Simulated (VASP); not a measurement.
# BAs (Pmmm) in VASP: a series of runs

Aim: see how the results for BAs move with the level of theory and the settings. Levels: PBE+D3(BJ), PBE+D4, PBE, RPBE, PBEsol+D3(BJ). Tasks: single point.

Program: VASP 6.6.1. These are calculated values, not measurements. Logs are shortened: lines on timing, memory, paths and dates and some standing lists are left out, and cuts for length are marked.

## 1. The cell of the first run

It takes space group Pmmm (No. 47, orthorhombic). Conventional cell: a = 2.566 Å, b = 3.118 Å, c = 3.131 Å, α = 90.00°, β = 90.00°, γ = 90.00°. B (site symmetry mmm) has 4 As at 2.21 Å and 2 B at 2.57 Å within 2.9 Å. As (site symmetry mmm) has 4 B at 2.21 Å and 2 As at 2.57 Å within 2.9 Å.

## 2. Single point, PBE+D3(BJ)

The input, INCAR:

```
SYSTEM = BAs
ALGO = Normal
EDIFF = 1E-7
ENCUT = 520
GGA = PE
ISIF = 2
ISMEAR = -1
IVDW = 12
LASPH = .TRUE.
LCHARG = .TRUE.
LELF = .TRUE.
LREAL = .FALSE.
LVHAR = .TRUE.
LWAVE = .FALSE.
NBANDS = 11
NELM = 80
PREC = Accurate
SIGMA = 0.05
```

The input, KPOINTS:

```
k-points
0
G
  12 8 6
  0 0 0
```

The input, POSCAR:

```
BAs
1.0
    3.1182718008      0.0000000000      0.0000000000
    0.0000000000      2.5655905965      0.0000000000
    0.0000000000      0.0000000000      3.1309270381
B As
1 1
Direct
    0.0000000000      0.5000000000      0.0000000000
    0.5000000000      0.5000000000      0.5000000000
```

Potentials or basis: VASP PAW PBE potentials, release 64 (B, As).

The run is started by

```bash
$ cat potpaw_PBE.64/B/POTCAR potpaw_PBE.64/As/POTCAR > POTCAR
$ mpirun -np 1 vasp_std > vasp.out
```

OUTCAR:

```text
SYSTEM = BAs
   EDIFF = 1E-7
   ENCUT = 520
   GGA = PE
   ISIF = 2
   ISMEAR = -1
   IVDW = 12
   LASPH = .TRUE.
   LREAL = .FALSE.
   NELM = 80
   PREC = Accurate
 IVDW          = 12

 ion  position               nearest neighbor table
   1  0.000  0.500  0.000-   2 2.21   2 2.21   2 2.21   2 2.21
   2  0.500  0.500  0.500-   1 2.21   1 2.21   1 2.21   1 2.21

  LATTYP: Found a simple orthorhombic cell.
 ALAT       =     2.5655905965
 B/A-ratio  =     1.2154206540
 C/A-ratio  =     1.2203533340

  Lattice vectors:

 A1 = (   0.0000000000,  -2.5655905965,   0.0000000000)
 A2 = (   3.1182718008,   0.0000000000,   0.0000000000)
 A3 = (   0.0000000000,   0.0000000000,   3.1309270381)

Analysis of symmetry for initial positions (statically):
=====================================================================
 Subroutine PRICEL returns:
 Original cell was already a primitive cell.

 Routine SETGRP: Setting up the symmetry group for a
 simple orthorhombic supercell.

 Subroutine GETGRP returns: Found  8 space group operations
 (whereof  8 operations were pure point group operations)
 out of a pool of  8 trial point group operations.

The static configuration has the point symmetry D_2h.

Analysis of symmetry for dynamics (positions and initial velocities):
=====================================================================
 Subroutine PRICEL returns:
 Original cell was already a primitive cell.

 Routine SETGRP: Setting up the symmetry group for a
 simple orthorhombic supercell.

 Subroutine GETGRP returns: Found  8 space group operations
 (whereof  8 operations were pure point group operations)
 out of a pool of  8 trial point group operations.

The dynamic configuration has the point symmetry D_2h.

 Subroutine INISYM returns: Found  8 space group operations
 (whereof  8 operations are pure point group operations),
 and found     1 'primitive' translations

----------------------------------------------------------------------------------------

                                     Primitive cell

  volume of cell :      25.0481

  direct lattice vectors                    reciprocal lattice vectors
     3.118271801  0.000000000  0.000000000     0.320690454  0.000000000  0.000000000
     0.000000000  2.565590596  0.000000000     0.000000000  0.389773802  0.000000000
     0.000000000  0.000000000  3.130927038     0.000000000  0.000000000  0.319394220

  length of vectors
     3.118271801  2.565590596  3.130927038     0.320690454  0.389773802  0.319394220
[... 89 lines left out ...]
   POTIM  = 0.5000    time-step for ionic-motion
   TEBEG  =    0.0;   TEEND  =   0.0 temperature during run
   PSTRESS=    0.0 pullay stress
   NELECT =       8.0000    total number of electrons
   NUPDOWN=      -1.0000    fix difference up-down
   EMIN   =  10.00;   EMAX   =-10.00  energy-range for DOS
   EFERMI =   0.00;   METHOD = LEGACY
   ISMEAR =    -1;   SIGMA  =   0.05  broadening in eV -4-tet -1-fermi 0-gaus
   EFERMI_NEDOS =   21; number of points for ismear=-14 and -15
   IALGO  =     38    algorithm
   IMIX   =      4    mixing-type and parameters
     AMIX     =   0.40;   BMIX     =  1.00
     AMIX_MAG =   1.60;   BMIX_MAG =  1.00
  volume/ion in A,a.u.               =      12.52        84.52
  Fermi-wavevector in a.u.,A,eV,Ry     =   1.119043  2.114684 17.037991  1.252257
  Thomas-Fermi vector in A             =   2.255679
   LORBIT       =      0    0 simple, 1 ext, 2 COOP (PROOUT), +10 PAW based schemes
   GGA     = PE    functional components
   LHFCALC =     F    Hartree Fock is set to
   AEXX    =    0.0000 exact exchange contribution
   IVDW    =    12    specifies the selected vdW correction
   LEPSILON=     F    determine dielectric tensor
   LRPA    =     F    only Hartree local field effects (RPA)
 non-spin polarized calculation
  energy-cutoff  :      520.00
  volume of cell :       25.05
 maximum number of plane-waves:       688
 NGX is ok and might be reduce to    24
   NGX = 11   NGY =  9   NGZ = 11

 number of electron       7.9999999 magnetization

 Free energy of the ion-electron system (eV)
  ---------------------------------------------------
  ext. energy  EPLUGINS =         0.00000000
  ---------------------------------------------------
  free energy    TOTEN  =        -9.29394970 eV

  energy without entropy =       -9.28806430  energy(sigma->0) =       -9.29100700

 E-fermi :   7.1865     XC(G=0): -11.2910

 val. band max:        7.1713528947   @ k =   0.4167   0.3750   0.5000
 cond. band min:       7.2274918173   @ k =   0.1667   0.3750   0.3333
 fundamental gap:      0.0561389226
 Fermi energy:         7.1865050915

 k-point     1 :       0.0000    0.0000    0.0000
  band No.  band energies     occupation
      1      -8.9723      2.00000
      2       3.9572      2.00000
      3       4.0515      2.00000
      4       5.7026      2.00000
      5      10.5442      0.00000
      6      11.4833      0.00000
      7      16.4439      0.00000
      8      16.4721      0.00000
      9      16.8625      0.00000
     10      18.2084      0.00000
     11      22.0849      0.00000
[... 309 lines left out ...]
 k-point    24 :       0.1667    0.3750    0.0000
  band No.  band energies     occupation
      1      -5.9314      2.00000
      2       1.0514      2.00000
      3       3.5170      2.00000
      4       6.1742      2.00000
      5       8.3358      0.00000
      6      11.6876      0.00000
      7      15.6145      0.00000
      8      15.7304      0.00000
      9      17.1459      0.00000
     10      17.8442      0.00000
     11      18.0995      0.00000

 [... further k-points ...]

------------------------ aborting loop because EDIFF is reached ----------------------------------------

 Edisp (eV)   -0.71703

 E8    (eV) :    -0.2843

  FORCE on cell =-STRESS in cart. coord.  units (eV):
  Direction    XX          YY          ZZ          XY          YZ          ZX
  --------------------------------------------------------------------------------------
  -------------------------------------------------------------------------------------
  Total       0.09337     0.05124     0.09530     0.00000     0.00000     0.00000
  in kB       5.97205     3.27729     6.09600     0.00000     0.00000     0.00000
  external pressure =        5.12 kB  Pullay stress =        0.00 kB

 VOLUME and BASIS-vectors are now :
 -----------------------------------------------------------------------------
  energy-cutoff  :      520.00
  volume of cell :       25.05
      direct lattice vectors                 reciprocal lattice vectors
     3.118271801  0.000000000  0.000000000     0.320690454  0.000000000  0.000000000
     0.000000000  2.565590596  0.000000000     0.000000000  0.389773802  0.000000000
     0.000000000  0.000000000  3.130927038     0.000000000  0.000000000  0.319394220

 POSITION                                       TOTAL-FORCE (eV/Angst)
 -----------------------------------------------------------------------------------
      0.00000      1.28280      0.00000         0.000000      0.000000      0.000000
      1.55914      1.28280      1.56546         0.000000      0.000000      0.000000
 -----------------------------------------------------------------------------------
    total drift:                                0.000000     -0.000000     -0.000000

  FREE ENERGIE OF THE ION-ELECTRON SYSTEM (eV)
  ---------------------------------------------------
  free  energy   TOTEN  =       -10.0109803050 eV

  energy  without entropy=      -10.0050948994  energy(sigma->0) =      -10.00803760
```

stdout:

```text
POSCAR found type information on POSCAR B As
 POSCAR found :  2 types and       2 ions
 scaLAPACK will be used
 LDA part: xc-table for (Slater+PW92), standard interpolation
 POSCAR, INCAR and KPOINTS ok, starting setup
 FFT: planning ... GRIDC
 FFT: planning ... GRID_SOFT
 FFT: planning ... GRID
 WAVECAR not read
 entering main loop
```

It took 8.8 s on 1 thread of Intel Xeon 6975P-C (Granite Rapids), shared host; peak memory 0.16 GiB.

What came out:

```yaml
Free_energy: -10.0110 eV
Pressure: 0.5 GPa
Band_gap_on_the_k_mesh: zero (band 4 reaches 9.49 eV, above the bottom of band 5 at 4.09 eV)
Dispersion_energy_per_atom: -0.359 eV
```

Levels at points of the mesh, in eV from the Fermi level:
```tsv
k point	band 2	band 3	band 4	band 5	band 6	band 7
(0.00, 0.00, 0.00)	-3.23	-3.14	-1.48	3.36	4.30	9.26
(0.50, 0.00, 0.00)	-10.65	0.64	0.65	2.47	4.40	5.90
(0.00, 0.50, 0.00)	-8.20	-1.02	-0.93	1.86	3.34	7.78
(0.50, 0.50, 0.00)	-7.41	-5.70	-3.27	2.35	3.41	5.97
(0.00, 0.00, 0.50)	-10.67	0.70	0.71	2.54	4.50	5.88
(0.50, 0.00, 0.50)	-7.91	-7.90	-6.64	6.60	8.37	11.89
(0.00, 0.50, 0.50)	-7.43	-5.73	-3.30	2.40	3.48	6.05
(0.50, 0.50, 0.50)	-5.32	-5.31	-4.34	-3.10	-1.51	3.40
```

Caveat: pairwise dispersion overbinds metals, which lowers pressure and volume.

## 3. Single point, PBE+D4

This run uses another cell than the first one, of 12.56 Å³/atom, 1.003 times its volume.

The input, INCAR:

```
ALGO     = Normal         # electronic algorithm
EDIFF    = 1E-6           # SCF threshold, eV
ENCUT    = 520            # plane-wave cutoff, eV
GGA      = PE             # functional
ISIF     = 2              # what is computed and relaxed
ISMEAR   = -1             # smearing method
IVDW     = 13             # dispersion correction
LASPH    = True           # aspherical terms in the spheres
LCHARG   = False          # write CHGCAR
LREAL    = False          # projectors in reciprocal space
LWAVE    = False          # write WAVECAR
NBANDS   = 11             # bands
NELM     = 80             # most SCF steps
PREC     = Accurate       # precision mode
SIGMA    = 0.05           # smearing width, eV
```

The input, KPOINTS:

```
k-points
0
Gamma
  12 8 6
```

The input, POSCAR:

```
BAs
1.0
    3.1230400297      0.0000000000      0.0000000000
    0.0000000000      2.5643687072      0.0000000000
    0.0000000000      0.0000000000      3.1356854864
B As
1 1
Direct
    0.0000000000      0.5000000000      0.0000000000
    0.5000000000      0.5000000000      0.5000000000
```

Potentials or basis: VASP PAW PBE potentials, release 64 (B, As).

The run is started by

```bash
$ cat potpaw_PBE.64/B/POTCAR potpaw_PBE.64/As/POTCAR > POTCAR
$ mpirun -np 1 vasp_std > vasp.out
```

Wall time 8 s (1 thread of Intel Xeon 6975P-C (Granite Rapids), shared host); peak memory 0.16 GiB.

Results (log left out):

```yaml
Free_energy: -10.1232 eV
Pressure: 0.5 GPa
Band_gap_on_the_k_mesh: zero (band 4 reaches 9.43 eV, above the bottom of band 5 at 4.06 eV)
Dispersion_energy_per_atom: -0.414 eV
```

Stress tensor (GPa, compression positive):
```
0.59 0.00 0.00
0.00 0.36 0.00
0.00 0.00 0.59
```

Levels at points of the mesh, in eV from the Fermi level:
```tsv
k point	band 1	band 2	band 3	band 4	band 5	band 6	band 7	band 8	band 9
(0.00, 0.00, 0.00)	-16.14	-3.23	-3.14	-1.53	3.40	4.29	9.21	9.23	9.71
(0.50, 0.00, 0.00)	-13.90	-10.63	0.62	0.64	2.44	4.36	5.92	7.16	12.61
(0.00, 0.50, 0.00)	-12.41	-8.18	-1.02	-0.93	1.83	3.29	7.78	9.24	9.35
(0.50, 0.50, 0.00)	-10.15	-7.38	-5.70	-3.26	2.35	3.40	5.94	8.05	10.39
(0.00, 0.00, 0.50)	-13.93	-10.65	0.69	0.70	2.51	4.46	5.90	7.14	12.57
(0.50, 0.00, 0.50)	-11.67	-7.89	-7.88	-6.64	6.61	8.38	11.84	11.89	14.15
(0.00, 0.50, 0.50)	-10.19	-7.40	-5.73	-3.29	2.40	3.47	6.02	8.15	10.47
(0.50, 0.50, 0.50)	-7.40	-5.29	-5.28	-4.35	-3.09	-1.51	3.41	3.42	14.03
```

Caveat: pairwise dispersion overbinds metals, which lowers pressure and volume.

## 4. Single point, PBE

This run uses another cell than the first one, of 12.97 Å³/atom, 1.036 times its volume.

The input, INCAR:

```
PREC     = Accurate       # precision mode
ENCUT    = 520            # plane-wave cutoff, eV
EDIFF    = 1E-6           # SCF threshold, eV
ISMEAR   = -1             # smearing method
SIGMA    = 0.05           # smearing width, eV
LREAL    = False          # projectors in reciprocal space
LASPH    = True           # aspherical terms in the spheres
NELM     = 80             # most SCF steps
ALGO     = Normal         # electronic algorithm
ISIF     = 2              # what is computed and relaxed
LWAVE    = False          # write WAVECAR
LCHARG   = False          # write CHGCAR
GGA      = PE             # functional
NBANDS   = 11             # bands
```

The input, KPOINTS:

```
Automatic mesh
0
Gamma
  12 8 6
```

The input, POSCAR:

```
BAs
1.0
    3.1483979565      0.0000000000      0.0000000000
    0.0000000000      2.6076407627      0.0000000000
    0.0000000000      0.0000000000      3.1596756652
B As
1 1
Direct
    0.0000000000      0.5000000000      0.0000000000
    0.5000000000      0.5000000000      0.5000000000
```

Potentials or basis: VASP PAW PBE potentials, release 64 (B, As).

The run is started by

```bash
$ cat potpaw_PBE.64/B/POTCAR potpaw_PBE.64/As/POTCAR > POTCAR
$ mpirun -np 1 vasp_std > vasp.out
```

OUTCAR:

```text
PREC = Accurate
   ENCUT = 520
   EDIFF = 1E-6
   ISMEAR = -1
   LREAL = False
   LASPH = True
   NELM = 80
   ISIF = 2
   GGA = PE

 ion  position               nearest neighbor table
   1  0.000  0.500  0.000-   2 2.23   2 2.23   2 2.23   2 2.23
   2  0.500  0.500  0.500-   1 2.23   1 2.23   1 2.23   1 2.23

  LATTYP: Found a simple orthorhombic cell.
 ALAT       =     2.6076407627
 B/A-ratio  =     1.2073741144
 C/A-ratio  =     1.2116989849

  Lattice vectors:

 A1 = (   0.0000000000,  -2.6076407627,   0.0000000000)
[... 514 lines left out ...]
      7      15.1280      0.00000
      8      15.1308      0.00000
      9      16.6065      0.00000
     10      17.2140      0.00000
     11      17.6178      0.00000

 [... further k-points ...]
[... 5 lines left out ...]
  --------------------------------------------------------------------------------------
  -------------------------------------------------------------------------------------
  Total        0.0860632      0.0422088      0.0837171     -0.0000000      0.0000000      0.0000000
  in kB        5.3155495      2.6069563      5.1706462     -0.0000000      0.0000000      0.0000000
  external PRESSURE =       4.3643840 kB  Pullay stress =       0.0000000 kB

 VOLUME and BASIS-vectors are now :
 -----------------------------------------------------------------------------
  energy-cutoff  :      520.00
  volume of cell :       25.94
      direct lattice vectors                 reciprocal lattice vectors
     3.148397957  0.000000000  0.000000000     0.317621855  0.000000000  0.000000000
     0.000000000  2.607640763  0.000000000     0.000000000  0.383488406  0.000000000
     0.000000000  0.000000000  3.159675665     0.000000000  0.000000000  0.316488180

 POSITION                                       TOTAL-FORCE (eV/Angst)
 -----------------------------------------------------------------------------------
      0.00000      1.30382      0.00000         0.000000      0.000000      0.000000
      1.57420      1.30382      1.57984         0.000000      0.000000      0.000000
 -----------------------------------------------------------------------------------
    total drift:                                0.000000     -0.000000     -0.000000

  FREE ENERGIE OF THE ION-ELECTRON SYSTEM (eV)
  ---------------------------------------------------
  free  energy   TOTEN  =        -9.3081997279 eV

  energy  without entropy=       -9.3017372731  energy(sigma->0) =       -9.30496850
```

stdout:

```text
POSCAR found type information on POSCAR B As
 POSCAR found :  2 types and       2 ions
 scaLAPACK will be used
 LDA part: xc-table for (Slater+PW92), standard interpolation
 POSCAR, INCAR and KPOINTS ok, starting setup
 FFT: planning ... GRIDC
 FFT: planning ... GRID_SOFT
 FFT: planning ... GRID
 WAVECAR not read
 entering main loop
```

Run time: 14 s. Hardware: 1 thread of Intel Xeon Platinum 8259CL at 2.50GHz (Skylake/Cascade Lake), shared host; peak memory 0.16 GiB.

What came out:

```
Free energy            : -9.3082 eV
Pressure               : 0.4 GPa
Band gap on the k mesh : zero (band 4 reaches 9.05 eV, above the bottom of band 5 at 3.59 eV)
```

Levels at points of the mesh, in eV from the Fermi level:
```csv
k point,band 1,band 2,band 3,band 4,band 5,band 6,band 7,band 8
"(0.00, 0.00, 0.00)",-15.82,-3.08,-3.00,-1.54,3.12,4.42,9.08,9.11
"(0.50, 0.00, 0.00)",-13.63,-10.37,0.68,0.72,2.47,4.33,5.65,6.71
"(0.00, 0.50, 0.00)",-12.34,-7.89,-1.02,-0.95,1.92,2.91,7.74,9.28
"(0.50, 0.50, 0.00)",-10.15,-7.33,-5.45,-3.07,2.31,3.26,5.69,7.76
"(0.00, 0.00, 0.50)",-13.66,-10.39,0.74,0.77,2.53,4.42,5.64,6.69
"(0.50, 0.00, 0.50)",-11.49,-7.64,-7.63,-6.50,6.34,7.88,11.64,11.68
"(0.00, 0.50, 0.50)",-10.18,-7.35,-5.48,-3.09,2.35,3.32,5.76,7.85
"(0.50, 0.50, 0.50)",-7.54,-5.20,-5.19,-4.12,-3.18,-1.35,3.53,3.54
```

(Continued in part 2 of 2.)
